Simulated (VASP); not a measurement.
# Cs3Cl6F (Fm-3m) in VASP: single point with PBE

Aim: the single point of Cs3Cl6F with PBE.

Everything below comes from runs of VASP 6.6.1. Logs are shortened: lines on timing, memory, paths and dates and some standing lists are left out, and cuts for length are marked.

**1. The cell of the first run**

It takes space group Fm-3m (No. 225, cubic). Conventional cell: a = 10.717 Å, b = 10.717 Å, c = 10.717 Å, α = 90.00°, β = 90.00°, γ = 90.00°. Within 5.0 Å of Cs (site symmetry -43m) lie 12 Cl at 3.79 Å and 4 Cs at 4.64 Å and 4 F at 4.64 Å. Within 3.8 Å of Cs (site symmetry m-3m) lie 6 Cl at 2.89 Å. Within 3.3 Å of Cl (site symmetry 4mm) lie 1 F at 2.46 Å and 1 Cs at 2.89 Å. F (site symmetry m-3m) has 6 Cl at 2.46 Å within 3.3 Å.

**2. Single point, PBE**

POSCAR reads:

```
Cs3Cl6F
1.0
    0.0000000000      5.3582590000      5.3582590000
    5.3582590000      0.0000000000      5.3582590000
    5.3582590000      5.3582590000      0.0000000000
Cs Cl F
3 6 1
Direct
    0.2500000000      0.2500000000      0.2500000000
    0.7500000000      0.7500000000      0.7500000000
    0.5000000000      0.5000000000      0.5000000000
    0.2299000000      0.7701000000      0.7701000000
    0.7701000000      0.2299000000      0.7701000000
    0.7701000000      0.2299000000      0.2299000000
    0.2299000000      0.7701000000      0.2299000000
    0.7701000000      0.7701000000      0.2299000000
    0.2299000000      0.2299000000      0.7701000000
    0.0000000000      0.0000000000      0.0000000000
```

INCAR.step1 reads:

```
SYSTEM = Cs3Cl6F
  PREC = Accurate
  ENCUT = 520
  EDIFF = 1E-6
  ISMEAR = -1
  SIGMA = 0.1
  LREAL = .False.
  LASPH = .True.
  NELM = 60
  ALGO = Normal
  ISIF = 2
  LWAVE = .False.
  LCHARG = .True.
  GGA = PE
  NBANDS = 49
```

KPOINTS.step1 reads:

```
Automatic mesh
0
Gamma
  6 6 6
  0 0 0
```

INCAR.step2 reads:

```
SYSTEM = Cs3Cl6F
  PREC = Accurate
  ENCUT = 520
  EDIFF = 1E-6
  ISMEAR = -5
  SIGMA = 0.1
  LREAL = .False.
  LASPH = .True.
  NELM = 60
  ALGO = Normal
  ISIF = 2
  LWAVE = .False.
  LCHARG = .False.
  GGA = PE
  LORBIT = 10
  NBANDS = 49
  NEDOS = 2001
  ICHARG = 11
```

KPOINTS.step2 reads:

```
Automatic mesh
0
Gamma
  9 9 9
  0 0 0
```

Potentials or basis: VASP PAW PBE potentials, release 64 (Cs_sv, Cl, F).

Command:

```bash
$ cat potpaw_PBE.64/Cs_sv/POTCAR potpaw_PBE.64/Cl/POTCAR potpaw_PBE.64/F/POTCAR > POTCAR
$ cp INCAR.step1 INCAR
$ cp KPOINTS.step1 KPOINTS
$ mpirun -np 1 vasp_std > vasp.out
$ cp INCAR.step2 INCAR
$ cp KPOINTS.step2 KPOINTS
$ mpirun -np 1 vasp_std > vasp.out
```

OUTCAR:

```text
SYSTEM = Cs3Cl6F
   PREC = Accurate
   ENCUT = 520
   EDIFF = 1E-6
   ISMEAR = -5
   LREAL = .False.
   LASPH = .True.
   NELM = 60
   ISIF = 2
   GGA = PE
   LORBIT = 10
   ICHARG = 11

 ion  position               nearest neighbor table
   1  0.250  0.250  0.250-
   2  0.750  0.750  0.750-
   3  0.500  0.500  0.500-   4 2.89   5 2.89   6 2.89   7 2.89   8 2.89   9 2.89
   4  0.230  0.770  0.770-   3 2.89
   5  0.770  0.230  0.770-   3 2.89
   6  0.770  0.230  0.230-   3 2.89
   7  0.230  0.770  0.230-   3 2.89
   8  0.770  0.770  0.230-   3 2.89
   9  0.230  0.230  0.770-   3 2.89
  10  0.000  0.000  0.000-

  LATTYP: Found a face centered cubic cell.
 ALAT       =    10.7165180000

  Lattice vectors:

 A1 = (   0.0000000000,   5.3582590000,   5.3582590000)
 A2 = (   5.3582590000,   0.0000000000,   5.3582590000)
 A3 = (   5.3582590000,   5.3582590000,   0.0000000000)

Analysis of symmetry for initial positions (statically):
=====================================================================
 Subroutine PRICEL returns:
 Original cell was already a primitive cell.

 Routine SETGRP: Setting up the symmetry group for a
 face centered cubic supercell.

 Subroutine GETGRP returns: Found 48 space group operations
 (whereof 48 operations were pure point group operations)
 out of a pool of 48 trial point group operations.

The static configuration has the point symmetry O_h .

Analysis of symmetry for dynamics (positions and initial velocities):
=====================================================================
 Subroutine PRICEL returns:
 Original cell was already a primitive cell.

 Routine SETGRP: Setting up the symmetry group for a
 face centered cubic supercell.

 Subroutine GETGRP returns: Found 48 space group operations
 (whereof 48 operations were pure point group operations)
 out of a pool of 48 trial point group operations.

The dynamic configuration has the point symmetry O_h .

 Subroutine INISYM returns: Found 48 space group operations
 (whereof 48 operations are pure point group operations),
 and found     1 'primitive' translations

----------------------------------------------------------------------------------------

                                     Primitive cell

  volume of cell :     307.6813

  direct lattice vectors                    reciprocal lattice vectors
     0.000000000  5.358259000  5.358259000    -0.093313892  0.093313892  0.093313892
     5.358259000  0.000000000  5.358259000     0.093313892 -0.093313892  0.093313892
     5.358259000  5.358259000  0.000000000     0.093313892  0.093313892 -0.093313892

  length of vectors
     7.577722549  7.577722549  7.577722549     0.161624401  0.161624401  0.161624401

  position of ions in fractional coordinates (direct lattice)
     0.250000000  0.250000000  0.250000000
     0.750000000  0.750000000  0.750000000
     0.500000000  0.500000000  0.500000000
     0.229900000  0.770100000  0.770100000
     0.770100000  0.229900000  0.770100000
     0.770100000  0.229900000  0.229900000
     0.229900000  0.770100000  0.229900000
     0.770100000  0.770100000  0.229900000
     0.229900000  0.229900000  0.770100000
     0.000000000  0.000000000  0.000000000

  ion indices of the primitive-cell ions
   primitive index   ion index
                 1           1
                 2           2
                 3           3
                 4           4
                 5           5
                 6           6
                 7           7
                 8           8
                 9           9
                10          10

----------------------------------------------------------------------------------------

 KPOINTS: Automatic mesh

Automatic generation of k-mesh.
 Grid dimensions read from file:
 generate k-points for:    9    9    9

 Generating k-lattice:

  Cartesian coordinates                     Fractional coordinates (reciprocal lattice)
    -0.010368210  0.010368210  0.010368210     0.111111111  0.000000000  0.000000000
     0.010368210 -0.010368210  0.010368210     0.000000000  0.111111111  0.000000000
     0.010368210  0.010368210 -0.010368210     0.000000000  0.000000000  0.111111111

  Length of vectors
     0.017958267  0.017958267  0.017958267

  Shift w.r.t. Gamma in fractional coordinates (k-lattice)
     0.000000000  0.000000000  0.000000000

 TETIRR: Found    115 inequivalent tetrahedra from     4374

 Subroutine IBZKPT returns following result:
 ===========================================

 Found     35 irreducible k-points:

 Following reciprocal coordinates:
            Coordinates               Weight
  0.000000  0.000000  0.000000      1.000000
  0.111111  0.000000  0.000000      8.000000
  0.222222  0.000000  0.000000      8.000000
  0.333333  0.000000  0.000000      8.000000
  0.444444  0.000000  0.000000      8.000000
  0.111111  0.111111  0.000000      6.000000
[... 16 lines left out ...]
 -0.333333  0.333333  0.000000     12.000000
  0.444444  0.444444  0.000000      6.000000
 [... further k-points ...]
   k-points           NKPTS =     35   k-points in BZ     NKDIM =     35   number of bands    NBANDS=     49
   number of dos      NEDOS =   2001   number of ions     NIONS =     10
   total plane-waves  NPLWV = 175616
   dimension x,y,z NGX =    56 NGY =   56 NGZ =   56
   dimension x,y,z NGXF=   112 NGYF=  112 NGZF=  112
   ions per type =               3   6   1
   NGX,Y,Z   is equivalent  to a cutoff of  12.29, 12.29, 12.29 a.u.
   NGXF,Y,Z  is equivalent  to a cutoff of  24.57, 24.57, 24.57 a.u.
 SYSTEM =  Cs3Cl6F
   PREC   = accura    normal or accurate (medium, high low for compatibility)
   ISTART =      0    job   : 0-new  1-cont  2-samecut
   ICHARG =     11    charge: 1-file 2-atom 10-const
   ISPIN  =      1    spin polarized calculation?
   LNONCOLLINEAR =      F non collinear calculations
   LSORBIT =      F    spin-orbit coupling
   LASPH  =      T    aspherical Exc in radial PAW
   ENCUT  =  520.0 eV  38.22 Ry    6.18 a.u.  14.09 14.09 14.09*2*pi/ulx,y,z
   NELM   =     60;   NELMIN=  2; NELMDL=  0     # of ELM steps
   EDIFF  = 0.1E-05   stopping-criterion for ELM
   LREAL  =      F    real-space projection
   EDIFFG = 0.1E-04   stopping-criterion for IOM
   NSW    =      0    number of steps for IOM
   IBRION =     -1    ionic relax: 0-MD 1-quasi-New 2-CG
   NFREE  =      0    steps in history (QN), initial steepest desc. (CG)
   ISIF   =      2    stress and relaxation
   ISYM   =      2    0-nonsym 1-usesym 2-fastsym
   POTIM  = 0.5000    time-step for ionic-motion
   TEBEG  =    0.0;   TEEND  =   0.0 temperature during run
   PSTRESS=    0.0 pullay stress
   NELECT =      76.0000    total number of electrons
   NUPDOWN=      -1.0000    fix difference up-down
   EMIN   =  10.00;   EMAX   =-10.00  energy-range for DOS
   EFERMI =   0.00;   METHOD = LEGACY
   ISMEAR =    -5;   SIGMA  =   0.10  broadening in eV -4-tet -1-fermi 0-gaus
   EFERMI_NEDOS =   21; number of points for ismear=-14 and -15
   IALGO  =     38    algorithm
   IMIX   =      4    mixing-type and parameters
     AMIX     =   0.40;   BMIX     =  1.00
     AMIX_MAG =   1.60;   BMIX_MAG =  1.00
  volume/ion in A,a.u.               =      30.77       207.63
  Fermi-wavevector in a.u.,A,eV,Ry     =   1.027178  1.941085 14.355431  1.055094
  Thomas-Fermi vector in A             =   2.161109
   LORBIT       =     10    0 simple, 1 ext, 2 COOP (PROOUT), +10 PAW based schemes
   GGA     = PE    functional components
   LHFCALC =     F    Hartree Fock is set to
   AEXX    =    0.0000 exact exchange contribution
   IVDW    =     0    specifies the selected vdW correction
   LEPSILON=     F    determine dielectric tensor
   LRPA    =     F    only Hartree local field effects (RPA)
 non-spin polarized calculation
 Fermi weights with tetrahedron method with Bloechl corrections
  energy-cutoff  :      520.00
  volume of cell :      307.68
 maximum number of plane-waves:      8363

 number of electron      75.9999998 magnetization

 Free energy of the ion-electron system (eV)
  ---------------------------------------------------
  ext. energy  EPLUGINS =         0.00000000
  ---------------------------------------------------
  free energy    TOTEN  =       -23.57855224 eV

  energy without entropy =      -23.57855224  energy(sigma->0) =      -23.57855224

 E-fermi :  -0.2398     XC(G=0):  -8.1398

 val. band max:       -0.2432603901   @ k =   0.3333   0.3333   0.0000
 cond. band min:      -0.2280767580   @ k =   0.4444   0.2222   0.1111
 fundamental gap:      0.0151836321
 Fermi energy:        -0.2398121268

 k-point     1 :       0.0000    0.0000    0.0000
  band No.  band energies     occupation
      1     -21.8899      2.00000
      2     -19.9166      2.00000
      3     -19.6598      2.00000
      4     -19.6545      2.00000
      5     -13.5564      2.00000
      6     -13.5564      2.00000
[... 41 lines left out ...]
     48       6.6646      0.00000
     49       6.6649      0.00000
[... 1194 lines left out ...]
     48       7.4520      0.00000
     49       7.6741      0.00000

 [... further k-points ...]

------------------------ aborting loop because EDIFF is reached ----------------------------------------

  FORCE on cell =-STRESS in cart. coord.  units (eV):
  Direction    XX          YY          ZZ          XY          YZ          ZX
  --------------------------------------------------------------------------------------
  -------------------------------------------------------------------------------------
  Total        3.3536410      3.3536410      3.3536410      0.0000000      0.0000000      0.0000000
  in kB       17.4632895     17.4632895     17.4632895      0.0000000      0.0000000      0.0000000
  external PRESSURE =      17.4632895 kB  Pullay stress =       0.0000000 kB

 VOLUME and BASIS-vectors are now :
 -----------------------------------------------------------------------------
  energy-cutoff  :      520.00
  volume of cell :      307.68
      direct lattice vectors                 reciprocal lattice vectors
     0.000000000  5.358259000  5.358259000    -0.093313892  0.093313892  0.093313892
     5.358259000  0.000000000  5.358259000     0.093313892 -0.093313892  0.093313892
     5.358259000  5.358259000  0.000000000     0.093313892  0.093313892 -0.093313892

 POSITION                                       TOTAL-FORCE (eV/Angst)
 -----------------------------------------------------------------------------------
      2.67913      2.67913      2.67913         0.000000      0.000000     -0.000000
      8.03739      8.03739      8.03739         0.000000     -0.000000     -0.000000
      5.35826      5.35826      5.35826        -0.000000      0.000000     -0.000000
      8.25279      5.35826      5.35826         0.093176      0.000000     -0.000000
      5.35826      8.25279      5.35826        -0.000000      0.093176     -0.000000
      2.46373      5.35826      5.35826        -0.093176      0.000000     -0.000000
      5.35826      2.46373      5.35826        -0.000000     -0.093176     -0.000000
      5.35826      5.35826      8.25279        -0.000000      0.000000      0.093176
      5.35826      5.35826      2.46373        -0.000000      0.000000     -0.093176
      0.00000      0.00000      0.00000        -0.000000      0.000000     -0.000000
 -----------------------------------------------------------------------------------
    total drift:                               -0.000000     -0.000000     -0.000000

  FREE ENERGIE OF THE ION-ELECTRON SYSTEM (eV)
  ---------------------------------------------------
  free  energy   TOTEN  =       -23.5785522396 eV

  energy  without entropy=      -23.5785522396  energy(sigma->0) =      -23.57855224

 total charge

# of ion       s       p       d       tot
------------------------------------------
    1        1.831   4.714   0.017   6.562
    2        1.831   4.714   0.017   6.562
    3        1.855   4.539   0.154   6.547
    4        1.617   3.422   0.000   5.039
    5        1.617   3.422   0.000   5.039
    6        1.617   3.422   0.000   5.039
    7        1.617   3.422   0.000   5.039
    8        1.617   3.422   0.000   5.039
    9        1.617   3.422   0.000   5.039
   10        1.772   4.087   0.000   5.859
--------------------------------------------------
tot         16.990  38.586   0.188  55.763
```

It took 10 min on 1 thread of Intel Xeon Platinum 8259CL at 2.50GHz (Skylake/Cascade Lake), shared host; peak memory 0.66 GiB.

What came out:

| Quantity | Value |
| --- | --- |
| Valence electrons inside the program's atomic spheres | Cs 6.56, 6.55 (each value once); Cl 5.04; F 5.86 |

Levels at points of the mesh, in eV from the Fermi level:
| k point | band 36 | band 37 | band 38 | band 39 | band 40 | band 41 |
| --- | --- | --- | --- | --- | --- | --- |
| (0.00, 0.00, 0.00) | -0.49 | -0.49 | 0.38 | 0.38 | 0.38 | 5.30 |

Caveat: spin-orbit coupling is left out, which moves the levels of the heavy elements.
